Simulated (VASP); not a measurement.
Set up this calculation in VASP 6.6.1, as the native input.

| Property | Result |
| --- | --- |
| Task | relaxation of cell and atoms |
| Functional | PBE |
| Potentials or basis | VASP PAW PBE potentials, release 64 (Si, H, C) |
| Cutoff | 600 eV |
| k mesh | 6 × 6 × 4 |
| Occupations | gaussian, width 0.1 eV |
| Spin | no spin polarisation |
| Dipole correction | no |
| Further INCAR settings | ALGO = Normal; EDIFF = 1e-06; IBRION = 2; EDIFFG = -0.04; NSW = 90; ISIF = 3 |

The structure of SiHC lies in POSCAR:

```
SiHC
1.0
    3.5156568000      0.0000000000      0.0000000000
   -1.7578284000      3.0446481000      0.0000000000
    0.0000000000      0.0000000000      3.9104681100
Si H C
1 1 1
Direct
    0.3333333300      0.6666666700      0.5000000000
    0.6666666700      0.3333333300      0.5000000000
    0.0000000000      0.0000000000      0.0000000000
```

These files were run (other wordings do the same):

INCAR

```
PREC     = Accurate       # precision mode
ENCUT    = 600            # plane-wave cutoff, eV
EDIFF    = 1E-6           # SCF threshold, eV
ISMEAR   = 0              # smearing method
SIGMA    = 0.1            # smearing width, eV
LREAL    = F              # projectors in reciprocal space
LASPH    = T              # aspherical terms in the spheres
NELM     = 60             # most SCF steps
ALGO     = Normal         # electronic algorithm
ISIF     = 3              # what is computed and relaxed
LWAVE    = F              # write WAVECAR
LCHARG   = F              # write CHGCAR
GGA      = PE             # functional
IBRION   = 2              # ionic algorithm
NSW      = 90             # ionic steps
EDIFFG   = -0.04          # ionic threshold
```

KPOINTS

```
regular mesh
0
Gamma
  6 6 4
```

Potentials or basis: VASP PAW PBE potentials, release 64 (Si, H, C).

The run is started by

```sh
$ cat potpaw_PBE.64/Si/POTCAR potpaw_PBE.64/H/POTCAR potpaw_PBE.64/C/POTCAR > POTCAR
$ mpirun -np 1 vasp_std > vasp.out
```

It gave:

- Relaxed volume: 6.90 Å³/atom
- Relaxed cell: a = 3.073 Å, b = 3.073 Å, c = 2.533 Å, α = 90.00°, β = 90.00°, γ = 120.00°
- Space group after relaxing (to 0.05 Å): P-6m2 (No. 187)
- Energy gained by relaxing: 997.3 meV/atom
- Ionic steps: 19
- Pressure after relaxing: 0.2 GPa

Caveat: the k points lie up to 0.62 Å⁻¹ apart in the final cell; the volume moved by over 15 % at a fixed basis, so the end points are rough.

Wall time 77 s on 1 thread of Intel(R) Xeon(R) Platinum 8488C (Sapphire Rapids) (shared host), peak memory 0.17 GiB.
